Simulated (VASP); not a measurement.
**Mg2FeH6: relaxation of the atoms with LDA**

The system is Mg2FeH6.

```xyz
9
Lattice="0.0000 3.1705 3.1705 3.1705 0.0000 3.1705 3.1705 3.1705 0.0000" Properties=species:S:1:pos:R:3 pbc="T T T"
Mg    1.5853    1.5853    1.5853
Mg    4.7558    4.7558    4.7558
Fe    0.0000    0.0000    0.0000
H     1.5546    3.1705    3.1705
H     3.1705    1.5546    3.1705
H     4.7865    3.1705    3.1705
H     3.1705    4.7865    3.1705
H     3.1705    3.1705    1.5546
H     3.1705    3.1705    4.7865
```

This cell differs from its parent crystal: volume scaled by 1.03.

- Program: VASP 6.6.1
- Task: relaxation of the atoms
- Functional: LDA
- Potentials or basis: VASP PAW LDA potentials, release 64 (Mg, Fe, H)
- Cutoff: 520 eV
- k mesh: 8 × 8 × 8
- Occupations: gaussian, width 0.02 eV
- Spin: no spin polarisation
- Dipole correction: no
- Further INCAR settings: ALGO = Normal; EDIFF = 1e-06; IBRION = 2; EDIFFG = -0.01; NSW = 50

```
Energy gained by relaxing : 0.3 meV/atom
Ionic steps               : 3
Pressure after relaxing   : -3.3 GPa
Band gap on the k mesh    : 1.74 eV, direct
```

Step by step:
| step | energy change (eV) | largest force (eV/Å) | pressure (GPa) |
| --- | --- | --- | --- |
| 1 | 0.0000 | 0.1172 | -3.95 |
| 2 | -0.0027 | 0.0402 | -3.52 |
| 3 | -0.0030 | 0.0017 | -3.27 |

Final structure:
```
Mg Fe H
1.0
     0.00000    3.17053    3.17053
     3.17053    0.00000    3.17053
     3.17053    3.17053    0.00000
Mg Fe H
2 1 6
Cartesian
  1.5853 1.5853 1.5853
  4.7558 4.7558 4.7558
  0.0000 0.0000 0.0000
  1.5461 3.1705 3.1705
  3.1705 1.5461 3.1705
  4.7950 3.1705 3.1705
  3.1705 4.7950 3.1705
  3.1705 3.1705 1.5461
  3.1705 3.1705 4.7950
```

Levels at points of the mesh, in eV from the valence-band top:
| k point | band 5 | band 6 | band 7 | band 8 | band 9 | band 10 | band 11 | band 12 | band 13 | band 14 |
| --- | --- | --- | --- | --- | --- | --- | --- | --- | --- | --- |
| (0.00, 0.00, 0.00) | -2.10 | -2.10 | -0.78 | -0.78 | -0.78 | 5.29 | 5.29 | 5.29 | 5.38 | 5.38 |
| (0.50, 0.00, 0.00) | -1.76 | -1.76 | -0.50 | -0.29 | -0.29 | 3.44 | 3.44 | 3.91 | 5.12 | 7.43 |
| (0.50, 0.50, 0.00) | -3.56 | -2.88 | -1.46 | 0.00 | 0.00 | 1.74 | 3.77 | 6.43 | 8.08 | 9.27 |

Run time: 48 s on 1 thread of Intel(R) Xeon(R) Platinum 8259CL CPU @ 2.50GHz (Skylake/Cascade Lake) (shared host), peak memory 0.19 GiB.

 Spin polarisation is off, so any magnetic state and its effect on volume and gap are missing.
